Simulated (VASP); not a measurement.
Here is a VASP 6.6.1 calculation.

The input INCAR:

```
SYSTEM = Te
PREC = Accurate ; ENCUT = 520
EDIFF = 1E-7 ; ISMEAR = -1
SIGMA = 0.08 ; LREAL = .FALSE.
LASPH = .TRUE. ; NELM = 60
ALGO = Normal ; ISIF = 2
LWAVE = .FALSE. ; LCHARG = .TRUE.
GGA = PE ; LELF = .TRUE.
LVHAR = .TRUE. ; NBANDS = 16
```

The input KPOINTS:

```
Automatic mesh
0
G
  9 9 6
  0 0 0
```

POSCAR

```
Te
1.0
    4.5025794533      0.0000000000      0.0000000000
   -2.2512897267      3.8993481891      0.0000000000
    0.0000000000      0.0000000000      5.9250000000
Te
3
Direct
    0.7450000000      0.0000000000      0.3333333333
    0.0000000000      0.7450000000      0.6666666667
    0.2550000000      0.2550000000      0.0000000000
```

Potentials or basis: VASP PAW PBE potentials, release 64 (Te).

The run is started by

```bash
$ cat potpaw_PBE.64/Te/POTCAR > POTCAR
$ mpirun -np 1 vasp_std > vasp.out
```

Question: What does it give for the band gap on the k mesh?

Answer: 0.20 eV, direct.

Question: Predict the pressure.

Answer: 2.3 GPa.

Question: Predict the largest force.

Answer: 0.511 eV/Å.

Forces in eV/Å, atoms in the order of the input:
```
Te  -0.511  0.000  0.000
Te   0.256 -0.443  0.000
Te   0.256  0.443  0.000
```

Caveat: the cell differs from its parent crystal (equal xx and yy strain of +1 %); spin-orbit coupling is left out, which moves the levels of the heavy elements. A k mesh can miss the band edges.
